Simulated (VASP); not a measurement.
# Mn (Im-3m) in VASP: a series of runs

Mn is run at these levels: PBE; tasks: single point.

All numbers are computed with VASP 6.6.1; they aren't measurements. Logs are shortened: lines on timing, memory, paths and dates and some standing lists are left out, and cuts for length are marked.

## (1) The cell of the first run

The structure is cubic, space group Im-3m (No. 229). The conventional cell has a = 2.800 Å, b = 2.800 Å, c = 2.800 Å, α = 90.00°, β = 90.00°, γ = 90.00°. Within 3.2 Å of Mn (site symmetry m-3m) lie 14 Mn at 2.42 to 2.80 Å.

## (2) Single point, PBE, non-collinear spin, typed start

INCAR

```
PREC     = Accurate       # precision mode
ENCUT    = 520            # plane-wave cutoff, eV
EDIFF    = 1E-6           # SCF threshold, eV
ISMEAR   = 0              # smearing method
SIGMA    = 0.1            # smearing width, eV
LREAL    = False          # projectors in reciprocal space
LASPH    = True           # aspherical terms in the spheres
NELM     = 150            # most SCF steps
ALGO     = Normal         # electronic algorithm
ISIF     = 2              # what is computed and relaxed
LWAVE    = False          # write WAVECAR
LCHARG   = False          # write CHGCAR
LNONCOLLINEAR= True           # non-collinear magnetism
MAGMOM   = 0 0 1 0 0 1    # initial moments
LORBIT   = 11             # projections on sites
LMAXMIX  = 4              # l up to which the mixer works
GGA      = PE             # functional
NBANDS   = 38             # bands
```

KPOINTS

```
Automatic mesh
0
Gamma
  4 4 4
```

POSCAR

```
Mn
1.0
    2.8000000000      0.0000000000      0.0000000000
    0.0000000000      2.8000000000      0.0000000000
    0.0000000000      0.0000000000      2.8000000000
Mn
2
Direct
    0.0000000000      0.0000000000      0.0000000000
    0.5000000000      0.5000000000      0.5000000000
```

Potentials or basis: VASP PAW PBE potentials, release 64 (Mn_pv).

Command:

```bash
$ cat potpaw_PBE.64/Mn_pv/POTCAR > POTCAR
$ mpirun -np 1 vasp_ncl > vasp.out
```

OUTCAR:

```text
PREC = Accurate
   ENCUT = 520
   EDIFF = 1E-6
   ISMEAR = 0
   LREAL = False
   LASPH = True
   NELM = 150
   ISIF = 2
   LNONCOLLINEAR = True
   LORBIT = 11
   GGA = PE

 ion  position               nearest neighbor table
   1  0.000  0.000  0.000-   2 2.42   2 2.42   2 2.42   2 2.42   2 2.42   2 2.42   2 2.42   2 2.42

   2  0.500  0.500  0.500-   1 2.42   1 2.42   1 2.42   1 2.42   1 2.42   1 2.42   1 2.42   1 2.42

  LATTYP: Found a simple cubic cell.
 ALAT       =     2.8000000000

  Lattice vectors:

 A1 = (   2.8000000000,   0.0000000000,   0.0000000000)
 A2 = (   0.0000000000,   2.8000000000,   0.0000000000)
 A3 = (   0.0000000000,   0.0000000000,   2.8000000000)

Analysis of symmetry for initial positions (statically):
=====================================================================
 Subroutine PRICEL returns following result:

  LATTYP: Found a body centered cubic cell.
 ALAT       =     2.8000000000
[... 12 lines left out ...]
 Subroutine GETGRP returns: Found 48 space group operations
 (whereof 48 operations were pure point group operations)
 out of a pool of 48 trial point group operations.

The static configuration has the point symmetry O_h .

Analysis of symmetry for dynamics (positions and initial velocities):
=====================================================================
 Subroutine PRICEL returns following result:

  LATTYP: Found a body centered cubic cell.
 ALAT       =     2.8000000000
[... 12 lines left out ...]
 Subroutine GETGRP returns: Found 48 space group operations
 (whereof 48 operations were pure point group operations)
 out of a pool of 48 trial point group operations.

The dynamic configuration has the point symmetry O_h .

Analysis of structural, dynamic, and magnetic symmetry:
=====================================================================
 Subroutine PRICEL returns following result:

  LATTYP: Found a body centered cubic cell.
 ALAT       =     2.8000000000
[... 12 lines left out ...]
 Subroutine GETGRP returns: Found  8 space group operations
 (whereof  8 operations were pure point group operations)
 out of a pool of 48 trial point group operations.

The overall configuration has the point symmetry C_4h.

 Subroutine INISYM returns: Found  8 space group operations
 (whereof  8 operations are pure point group operations),
 and found     2 'primitive' translations
[... 112 lines left out ...]
   LHFCALC =     F    Hartree Fock is set to
   AEXX    =    0.0000 exact exchange contribution
   IVDW    =     0    specifies the selected vdW correction
   LEPSILON=     F    determine dielectric tensor
   LRPA    =     F    only Hartree local field effects (RPA)
 Gauss-broadening in eV      SIGMA  =   0.10
  energy-cutoff  :      520.00
  volume of cell :       21.95
 maximum number of plane-waves:      1248
 NGX is ok and might be reduce to    24
   NGX = 11   NGY = 11   NGZ = 11

 number of electron      26.0000024 magnetization       0.0000000      0.0000000      1.9913504

 number of electron      26.0000024 magnetization      -0.0000000     -0.0000000      2.0000136

 number of electron      26.0000024 magnetization      -0.0000000      0.0000000      2.0000042

 Free energy of the ion-electron system (eV)
  ---------------------------------------------------
  ext. energy  EPLUGINS =         0.00000000
  ---------------------------------------------------
  free energy    TOTEN  =       -17.74645488 eV

  energy without entropy =      -17.73166656  energy(sigma->0) =      -17.73906072

 E-fermi :  10.5336     XC(G=0): -13.8704

 val. band max:       10.5083991846   @ k =   0.2500   0.2500   0.0000
 cond. band min:      10.6068954969   @ k =   0.5000   0.5000   0.2500
 fundamental gap:      0.0984963123
 Fermi energy:        10.5335521230

 k-point     1 :       0.0000    0.0000    0.0000
  band No.  band energies     occupation
      1     -38.3092      1.00000
      2     -38.3092      1.00000
      3     -38.3092      1.00000
      4     -37.8164      1.00000
      5     -37.8164      1.00000
      6     -37.8164      1.00000
[... 727 lines left out ...]
     37      20.1007      0.00000
     38      20.1007      0.00000

------------------------ aborting loop because EDIFF is reached ----------------------------------------

  FORCE on cell =-STRESS in cart. coord.  units (eV):
  Direction    XX          YY          ZZ          XY          YZ          ZX
  --------------------------------------------------------------------------------------
  -------------------------------------------------------------------------------------
  Total       -0.0667472     -0.0667472     -0.0667329     -0.0000000      0.0000000     -0.0000000
  in kB       -4.8715764     -4.8715764     -4.8705297     -0.0000032      0.0000000     -0.0000000
  external PRESSURE =      -4.8712275 kB  Pullay stress =       0.0000000 kB

 VOLUME and BASIS-vectors are now :
 -----------------------------------------------------------------------------
  energy-cutoff  :      520.00
  volume of cell :       21.95
      direct lattice vectors                 reciprocal lattice vectors
     2.800000000  0.000000000  0.000000000     0.357142857  0.000000000  0.000000000
     0.000000000  2.800000000  0.000000000     0.000000000  0.357142857  0.000000000
     0.000000000  0.000000000  2.800000000     0.000000000  0.000000000  0.357142857

 POSITION                                       TOTAL-FORCE (eV/Angst)
 -----------------------------------------------------------------------------------
      0.00000      0.00000      0.00000         0.000000     -0.000000     -0.000000
      1.40000      1.40000      1.40000        -0.000000      0.000000      0.000000
 -----------------------------------------------------------------------------------
    total drift:                                0.000000     -0.000000     -0.000000

  FREE ENERGIE OF THE ION-ELECTRON SYSTEM (eV)
  ---------------------------------------------------
  free  energy   TOTEN  =       -17.7464548773 eV

  energy  without entropy=      -17.7316665572  energy(sigma->0) =      -17.73906072

 total charge

# of ion       s       p       d       tot
------------------------------------------
    1        0.409   6.373   5.167  11.949
    2        0.409   6.373   5.167  11.949
--------------------------------------------------
tot          0.817  12.746  10.335  23.898

 magnetization (x)

# of ion       s       p       d       tot
------------------------------------------
    1        0.000  -0.000   0.000   0.000
    2        0.000   0.000   0.000   0.000
--------------------------------------------------
tot          0.000   0.000   0.000   0.000

 magnetization (y)

# of ion       s       p       d       tot
------------------------------------------
    1        0.000   0.000   0.000   0.000
    2        0.000  -0.000   0.000   0.000
--------------------------------------------------
tot          0.000   0.000   0.000   0.000

 magnetization (z)

# of ion       s       p       d       tot
------------------------------------------
    1       -0.005  -0.016   1.020   0.999
    2       -0.005  -0.016   1.020   0.999
--------------------------------------------------
tot         -0.011  -0.032   2.039   1.997
```

stdout:

```text
POSCAR found type information on POSCAR Mn
 POSCAR found :  1 types and       2 ions
 scaLAPACK will be used
 LDA part: xc-table for (Slater+PW92), standard interpolation
 POSCAR, INCAR and KPOINTS ok, starting setup
 FFT: planning ... GRIDC
 FFT: planning ... GRID_SOFT
 FFT: planning ... GRID
 WAVECAR not read
 entering main loop
```

Wall time 33 s (1 thread of Intel Xeon 6975P-C (Granite Rapids), shared host); peak memory 0.2 GiB.

Results:

```yaml
Free_energy: -17.7465 eV
Pressure: -0.5 GPa
Band_gap_on_the_k_mesh: zero (band 26 reaches 11.10 eV, above the bottom of band 27 at 10.01 eV)
Net_moment: 2.00 μB per cell
Valence_electrons_inside_the_program's_atomic_spheres: Mn 11.95
```

Moments on the atoms (μB; x, y, z):
```
Mn  0.00 0.00 1.00
Mn  0.00 0.00 1.00
```

Caveat: the k points lie up to 0.56 Å⁻¹ apart.

## (3) Single point, PBE, non-collinear spin, typed start

INCAR

```
ALGO     = Normal         # electronic algorithm
EDIFF    = 1E-6           # SCF threshold, eV
ENCUT    = 520            # plane-wave cutoff, eV
GGA      = PE             # functional
ISIF     = 2              # what is computed and relaxed
ISMEAR   = 0              # smearing method
LASPH    = T              # aspherical terms in the spheres
LCHARG   = T              # write CHGCAR
LMAXMIX  = 4              # l up to which the mixer works
LNONCOLLINEAR= T              # non-collinear magnetism
LORBIT   = 11             # projections on sites
LREAL    = F              # projectors in reciprocal space
LVHAR    = T            
LWAVE    = F              # write WAVECAR
MAGMOM   = 0 0 2 0 0 2    # initial moments
NBANDS   = 38             # bands
NELM     = 150            # most SCF steps
PREC     = Accurate       # precision mode
SIGMA    = 0.1            # smearing width, eV
```

KPOINTS

```
k-points
0
Gamma
  4 4 4
```

POSCAR is that of step 2.

Potentials or basis: VASP PAW PBE potentials, release 64 (Mn_pv).

Command:

```bash
$ cat potpaw_PBE.64/Mn_pv/POTCAR > POTCAR
$ mpirun -np 1 vasp_ncl > vasp.out
```

It took 39 s on 1 thread of Intel Xeon 6975P-C (Granite Rapids), shared host; peak memory 0.21 GiB.

It converged, with:

```
Free energy                                           : -17.7464 eV
Pressure                                              : -0.4 GPa
Band gap on the k mesh                                : zero (band 26 reaches 11.13 eV, above the bottom of band 27 at 10.01 eV)
Net moment                                            : 2.00 μB per cell
Valence electrons inside the program's atomic spheres : Mn 11.95
```

Levels at points of the mesh, in eV from the Fermi level:
```tsv
k point	band 22	band 23	band 24	band 25	band 26	band 27	band 28	band 29	band 30	band 31
(0.00, 0.00, 0.00)	-0.99	-0.99	-0.99	-0.12	-0.12	1.18	1.18	1.25	1.25	1.25
(0.50, 0.00, 0.00)	-1.29	-1.29	-1.29	-0.53	-0.53	-0.52	-0.52	-0.33	-0.33	0.53
(0.00, 0.00, 0.50)	-1.29	-1.29	-1.29	-0.52	-0.52	-0.52	-0.52	-0.33	-0.33	0.53
(0.50, 0.50, 0.00)	-0.07	0.16	0.16	0.60	0.60	0.68	0.68	1.10	1.10	1.49
(0.00, 0.50, 0.50)	-0.07	0.16	0.16	0.60	0.60	0.69	0.69	1.10	1.10	1.49
(0.50, 0.50, 0.50)	-2.47	-2.47	-2.47	0.21	0.21	0.21	0.21	1.55	1.55	1.55
```

Moments on the atoms (μB; x, y, z):
```
Mn  0.00 0.00 1.00
Mn  0.00 0.00 1.00
```

Caveat: the k points lie up to 0.56 Å⁻¹ apart.

## (4) Single point, PBE, non-collinear spin, typed start

INCAR

```
PREC = Accurate
ENCUT = 520
EDIFF = 1E-6
ISMEAR = 0
SIGMA = 0.1
LREAL = False
LASPH = True
NELM = 150
ALGO = Normal
ISIF = 2
LWAVE = False
LCHARG = False
LNONCOLLINEAR = True
MAGMOM = 0 0 2.4 0 0 2.4
LORBIT = 11
LMAXMIX = 4
GGA = PE
NBANDS = 38
```

KPOINTS

```
regular mesh
0
Gamma
  4 4 4
```

POSCAR is that of step 3.

Command:

```bash
$ cat potpaw_PBE.64/Mn_pv/POTCAR > POTCAR
$ mpirun -np 1 vasp_ncl > vasp.out
```

It took 32 s on 1 thread of Intel Xeon 6975P-C (Granite Rapids), shared host; peak memory 0.2 GiB.

The run converged. Its results:

| Property | Result |
| --- | --- |
| Free energy | -17.7465 eV |
| Pressure | -0.5 GPa |
| Band gap on the k mesh | zero (band 26 reaches 11.11 eV, above the bottom of band 27 at 10.01 eV) |
| Net moment | 2.00 μB per cell |
| Valence electrons inside the program's atomic spheres | Mn 11.95 |

Levels at points of the mesh, in eV from the Fermi level:
| k point | band 24 | band 25 | band 26 | band 27 | band 28 | band 29 |
| --- | --- | --- | --- | --- | --- | --- |
| (0.00, 0.00, 0.00) | -0.99 | -0.12 | -0.12 | 1.18 | 1.18 | 1.25 |
| (0.50, 0.00, 0.00) | -1.29 | -0.52 | -0.52 | -0.52 | -0.52 | -0.33 |
| (0.00, 0.00, 0.50) | -1.29 | -0.52 | -0.52 | -0.52 | -0.52 | -0.33 |
| (0.50, 0.50, 0.00) | 0.16 | 0.57 | 0.57 | 0.71 | 0.71 | 1.10 |
| (0.00, 0.50, 0.50) | 0.16 | 0.58 | 0.58 | 0.71 | 0.71 | 1.10 |
| (0.50, 0.50, 0.50) | -2.46 | 0.21 | 0.21 | 0.21 | 0.21 | 1.55 |

Moments on the atoms (μB; x, y, z):
```
Mn  0.00 0.00 1.00
Mn  0.00 0.00 1.00
```

Caveat: the k points lie up to 0.56 Å⁻¹ apart.
